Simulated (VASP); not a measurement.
# TiC (I4/mmm) in VASP: a series of runs

The runs below take TiC through single point, with PBEsol.

Everything below comes from runs of VASP 6.6.1. Logs are shortened: lines on timing, memory, paths and dates and some standing lists are left out, and cuts for length are marked.

## (1) The cell of the first run

Symmetry: I4/mmm, No. 139, tetragonal system. Conventional cell: a = 3.231 Å, b = 3.231 Å, c = 3.884 Å, α = 90.00°, β = 90.00°, γ = 90.00°. Within 2.6 Å of Ti (site symmetry 4/mmm) lie 6 C at 1.94 to 2.28 Å. Within 2.6 Å of C (site symmetry 4/mmm) lie 6 Ti at 1.94 to 2.28 Å.

## (2) Single point, PBEsol

Contents of INCAR:

```
SYSTEM = TiC
  PREC = Accurate
  ENCUT = 520
  EDIFF = 1E-7
  ISMEAR = 1
  SIGMA = 0.1
  LREAL = .False.
  LASPH = .True.
  NELM = 60
  ALGO = Normal
  ISIF = 2
  LWAVE = .False.
  LCHARG = .True.
  GGA = PS
  LELF = .True.
  LVHAR = .True.
  NBANDS = 15
```

Contents of KPOINTS:

```
regular mesh
0
Gamma
  20 20 20
  0 0 0
```

Contents of POSCAR:

```
TiC
1.0
    0.0000000000      2.2844638034      1.9417942329
    2.2844638034      0.0000000000      1.9417942329
    2.2844638034      2.2844638034      0.0000000000
Ti C
1 1
Direct
    0.0000000000      0.0000000000      0.0000000000
    0.5000000000      0.5000000000      0.5000000000
```

Potentials or basis: VASP PAW PBE potentials, release 64 (Ti_sv, C).

The run is started by

```bash
$ cat potpaw_PBE.64/Ti_sv/POTCAR potpaw_PBE.64/C/POTCAR > POTCAR
$ mpirun -np 1 vasp_std > vasp.out
```

OUTCAR:

```text
SYSTEM = TiC
   PREC = Accurate
   ENCUT = 520
   EDIFF = 1E-7
   ISMEAR = 1
   LREAL = .False.
   LASPH = .True.
   NELM = 60
   ISIF = 2
   GGA = PS

 ion  position               nearest neighbor table
   1  0.000  0.000  0.000-   2 1.94   2 1.94   2 2.28   2 2.28   2 2.28   2 2.28
   2  0.500  0.500  0.500-   1 1.94   1 1.94   1 2.28   1 2.28   1 2.28   1 2.28

  LATTYP: Found a body centered tetragonal cell.
 ALAT       =     3.2307196935
 C/A-ratio  =     1.2020815280

  Lattice vectors:

 A1 = (   0.0000000000,  -2.2844638034,  -1.9417942329)
 A2 = (   0.0000000000,   2.2844638034,  -1.9417942329)
 A3 = (   2.2844638034,   0.0000000000,   1.9417942329)

Analysis of symmetry for initial positions (statically):
=====================================================================
 Subroutine PRICEL returns:
 Original cell was already a primitive cell.

 Routine SETGRP: Setting up the symmetry group for a
 body centered tetragonal supercell.

 Subroutine GETGRP returns: Found 16 space group operations
 (whereof 16 operations were pure point group operations)
 out of a pool of 16 trial point group operations.

The static configuration has the point symmetry D_4h.

Analysis of symmetry for dynamics (positions and initial velocities):
=====================================================================
 Subroutine PRICEL returns:
 Original cell was already a primitive cell.

 Routine SETGRP: Setting up the symmetry group for a
 body centered tetragonal supercell.

 Subroutine GETGRP returns: Found 16 space group operations
 (whereof 16 operations were pure point group operations)
 out of a pool of 16 trial point group operations.

The dynamic configuration has the point symmetry D_4h.

 Subroutine INISYM returns: Found 16 space group operations
 (whereof 16 operations are pure point group operations),
 and found     1 'primitive' translations

----------------------------------------------------------------------------------------

                                     Primitive cell

  volume of cell :      20.2676

  direct lattice vectors                    reciprocal lattice vectors
     0.000000000  2.284463803  1.941794233    -0.218869741  0.218869741  0.257493812
     2.284463803  0.000000000  1.941794233     0.218869741 -0.218869741  0.257493812
     2.284463803  2.284463803  0.000000000     0.218869741  0.218869741 -0.257493812

  length of vectors
     2.998222759  2.998222759  3.230719694     0.402630091  0.402630091  0.402630091

  position of ions in fractional coordinates (direct lattice)
     0.000000000  0.000000000  0.000000000
     0.500000000  0.500000000  0.500000000

[... 90 lines left out ...]
   EFERMI =   0.00;   METHOD = LEGACY
   ISMEAR =     1;   SIGMA  =   0.10  broadening in eV -4-tet -1-fermi 0-gaus
   EFERMI_NEDOS =   21; number of points for ismear=-14 and -15
   IALGO  =     38    algorithm
   IMIX   =      4    mixing-type and parameters
     AMIX     =   0.40;   BMIX     =  1.00
     AMIX_MAG =   1.60;   BMIX_MAG =  1.00
  volume/ion in A,a.u.               =      10.13        68.39
  Fermi-wavevector in a.u.,A,eV,Ry     =   1.513030  2.859212 31.147275  2.289260
  Thomas-Fermi vector in A             =   2.622876
   LORBIT       =      0    0 simple, 1 ext, 2 COOP (PROOUT), +10 PAW based schemes
   GGA     = PS    functional components
   LHFCALC =     F    Hartree Fock is set to
   AEXX    =    0.0000 exact exchange contribution
   IVDW    =     0    specifies the selected vdW correction
   LEPSILON=     F    determine dielectric tensor
   LRPA    =     F    only Hartree local field effects (RPA)
 non-spin polarized calculation
 Methfessel and Paxton  Order N= 1 SIGMA  =   0.10
  energy-cutoff  :      520.00
  volume of cell :       20.27
 maximum number of plane-waves:       562
   NGX = 11   NGY = 11   NGZ = 13

 number of electron      16.0000000 magnetization

 Free energy of the ion-electron system (eV)
  ---------------------------------------------------
  ext. energy  EPLUGINS =         0.00000000
  ---------------------------------------------------
  free energy    TOTEN  =       -19.26035869 eV

  energy without entropy =      -19.26011622  energy(sigma->0) =      -19.26027786

 E-fermi :   9.3852     XC(G=0): -12.8235

 val. band max:        9.3745027088   @ k =   0.3000   0.0000   0.2500
 cond. band min:       9.3880366165   @ k =   0.2500   0.0000   0.2000
 fundamental gap:      0.0135339077
 Fermi energy:         9.3852262249

 k-point     1 :       0.0000    0.0000    0.0000
  band No.  band energies     occupation
      1     -46.8850      2.00000
      2     -23.0614      2.00000
      3     -23.0614      2.00000
      4     -22.9852      2.00000
      5      -3.0568      2.00000
      6       9.7348     -0.00001
      7       9.7348     -0.00001
      8      10.4913     -0.00000
      9      10.8024     -0.00000
     10      10.8024     -0.00000
     11      10.8746     -0.00000
     12      10.9602     -0.00000
     13      11.6015      0.00000
     14      20.6446      0.00000
[... 401 lines left out ...]
      2     -23.4618      2.00000
      3     -23.1500      2.00000
      4     -23.0221      2.00000
      5      -0.5430      2.00000
      6       4.7866      2.00000
      7       6.4962      2.00000
      8       7.0103      2.00000
      9      11.8382      0.00000
     10      11.9544      0.00000
     11      12.9343      0.00000
     12      16.1358      0.00000
     13      17.2105      0.00000
     14      18.8228      0.00000
     15      24.1647      0.00000

 [... further k-points ...]

------------------------ aborting loop because EDIFF is reached ----------------------------------------

  FORCE on cell =-STRESS in cart. coord.  units (eV):
  Direction    XX          YY          ZZ          XY          YZ          ZX
  --------------------------------------------------------------------------------------
  -------------------------------------------------------------------------------------
  Total       -2.7557410     -2.7557410      8.1899932      0.0000000      0.0000000     -0.0000000
  in kB     -217.8448050   -217.8448050    647.4293120      0.0000000      0.0000000     -0.0000000
  external PRESSURE =      70.5799007 kB  Pullay stress =       0.0000000 kB

 VOLUME and BASIS-vectors are now :
 -----------------------------------------------------------------------------
  energy-cutoff  :      520.00
  volume of cell :       20.27
      direct lattice vectors                 reciprocal lattice vectors
     0.000000000  2.284463803  1.941794233    -0.218869741  0.218869741  0.257493812
     2.284463803  0.000000000  1.941794233     0.218869741 -0.218869741  0.257493812
     2.284463803  2.284463803  0.000000000     0.218869741  0.218869741 -0.257493812

 POSITION                                       TOTAL-FORCE (eV/Angst)
 -----------------------------------------------------------------------------------
      0.00000      0.00000      0.00000        -0.000000      0.000000      0.000000
      2.28446      2.28446      1.94179         0.000000     -0.000000     -0.000000
 -----------------------------------------------------------------------------------
    total drift:                                0.000000     -0.000000     -0.000000

  FREE ENERGIE OF THE ION-ELECTRON SYSTEM (eV)
  ---------------------------------------------------
  free  energy   TOTEN  =       -19.2603586854 eV

  energy  without entropy=      -19.2601162211  energy(sigma->0) =      -19.26027786
```

stdout:

```text
POSCAR found type information on POSCAR TiC
 POSCAR found :  2 types and       2 ions
 scaLAPACK will be used
 -----------------------------------------------------------------------------
|                                                                             |
|                                                                             |
|     You enforced a specific xc type in the INCAR file but a different       |
|     I HOPE YOU KNOW WHAT YOU ARE DOING!                                     |
|                                                                             |
 -----------------------------------------------------------------------------

 LDA part: xc-table for (Slater+PW92), standard interpolation
 POSCAR, INCAR and KPOINTS ok, starting setup
 FFT: planning ... GRIDC
 FFT: planning ... GRID_SOFT
 FFT: planning ... GRID
 WAVECAR not read
 entering main loop
```

Run time: 4.3 min. Hardware: 1 thread of Intel Xeon 8259CL, shared host; peak memory 0.31 GiB.

What came out:

- Free energy: -19.2604 eV
- Pressure: 7.1 GPa
- Band gap on the k mesh: zero (bands 8 and 9 overlap by 2.45 eV)

Caveat: the stress differs along the axes, from -22 to 65 GPa; the PAW data sets were made with another functional, which shifts forces and pressure a little.

## (3) Single point, PBEsol

This run uses another cell than the first one, of the same volume but with other edges.

Contents of INCAR:

```
SYSTEM = TiC
PREC = Accurate ; ENCUT = 520
EDIFF = 1E-6 ; ISMEAR = 1
SIGMA = 0.1 ; LREAL = .False.
LASPH = .True. ; NELM = 80
ALGO = Normal ; ISIF = 2
LWAVE = .False. ; LCHARG = .True.
GGA = PS ; LELF = .True.
LVHAR = .True. ; NBANDS = 15
```

Contents of KPOINTS:

```
Automatic mesh
0
Gamma
  20 20 20
  0 0 0
```

Contents of POSCAR:

```
TiC
1.0
    0.0000000000      2.0364019665      2.4436823598
    2.0364019665      0.0000000000      2.4436823598
    2.0364019665      2.0364019665      0.0000000000
Ti C
1 1
Direct
    0.0000000000      0.0000000000      0.0000000000
    0.5000000000      0.5000000000      0.5000000000
```

Potentials or basis: VASP PAW PBE potentials, release 64 (Ti_sv, C).

The run is started by

```bash
$ cat potpaw_PBE.64/Ti_sv/POTCAR potpaw_PBE.64/C/POTCAR > POTCAR
$ mpirun -np 1 vasp_std > vasp.out
```

It took 3.6 min on 1 thread of Intel Xeon 8259CL, shared host; peak memory 0.31 GiB.

The run converged. Its results:

| Item | Value |
| --- | --- |
| Free energy | -19.3114 eV |
| Pressure | 9.4 GPa |
| Band gap on the k mesh | zero (bands 8 and 9 overlap by 2.01 eV) |

Stress tensor (GPa, compression positive):
```
 29.96   0.00   0.00
  0.00  29.96   0.00
  0.00   0.00 -31.70
```

Levels at points of the mesh, in eV from the Fermi level:
```tsv
k point	band 6	band 7	band 8	band 9	band 10	band 11
(0.00, 0.00, 0.00)	-0.21	0.46	1.19	1.23	1.23	1.93
(0.50, 0.00, 0.00)	-5.93	-3.38	-2.99	2.77	3.27	4.50
(0.50, 0.50, 0.00)	-4.50	-1.56	0.86	0.86	2.83	3.40
(0.50, 0.00, 0.50)	-2.73	-1.66	-0.34	-0.31	2.52	2.79
```

Caveat: the stress differs along the axes, from -32 to 30 GPa; the PAW data sets were made with another functional, which shifts forces and pressure a little.

## (4) Single point, PBEsol

This run uses another cell than the first one, of the same volume but with other edges.

Contents of INCAR:

```
PREC = Accurate
ENCUT = 520
EDIFF = 1E-7
ISMEAR = 1
SIGMA = 0.1
LREAL = False
LASPH = True
NELM = 60
ALGO = Normal
ISIF = 2
LWAVE = False
LCHARG = False
GGA = PS
NBANDS = 15
```

Contents of KPOINTS:

```
Automatic mesh
0
Gamma
  20 20 20
```

Contents of POSCAR:

```
TiC
1.0
    0.0000000000      2.3508543472      1.8336663908
    2.3508543472      0.0000000000      1.8336663908
    2.3508543472      2.3508543472      0.0000000000
Ti C
1 1
Direct
    0.0000000000      0.0000000000      0.0000000000
    0.5000000000      0.5000000000      0.5000000000
```

The run is started by

```bash
$ cat potpaw_PBE.64/Ti_sv/POTCAR potpaw_PBE.64/C/POTCAR > POTCAR
$ mpirun -np 1 vasp_std > vasp.out
```

Wall time 5.2 min (1 thread of Intel Xeon 8259CL, shared host); peak memory 0.31 GiB.

The run converged. Its results:

```
Free energy            : -18.3983 eV
Pressure               : 24.1 GPa
Band gap on the k mesh : zero (bands 8 and 9 overlap by 2.53 eV)
```

Stress tensor (GPa, compression positive):
```
-27.21   0.00   0.00
  0.00 -27.21   0.00
  0.00   0.00 126.87
```

Levels at points of the mesh, in eV from the Fermi level:
```
           k point  band 5  band 6  band 7  band 8  band 9  band 10  band 11  band 12
(0.00, 0.00, 0.00)  -12.47    0.30    0.30    0.81    0.96     1.22     1.22     1.97
(0.50, 0.00, 0.00)   -8.47   -5.97   -3.61   -3.50    2.43     3.63     5.05     7.28
(0.50, 0.50, 0.00)  -10.20   -2.02   -1.30   -1.30   -0.98     3.12     3.41     3.41
(0.50, 0.00, 0.50)  -10.54   -4.26   -1.29    0.42    1.38     1.95     2.92     3.75
```

Caveat: the stress differs along the axes, from -27 to 127 GPa; the PAW data sets were made with another functional, which shifts forces and pressure a little.

(Part 1 of 2 ends here.)

The gap in the log of VASP goes by the Fermi energy; the results here count the filled bands.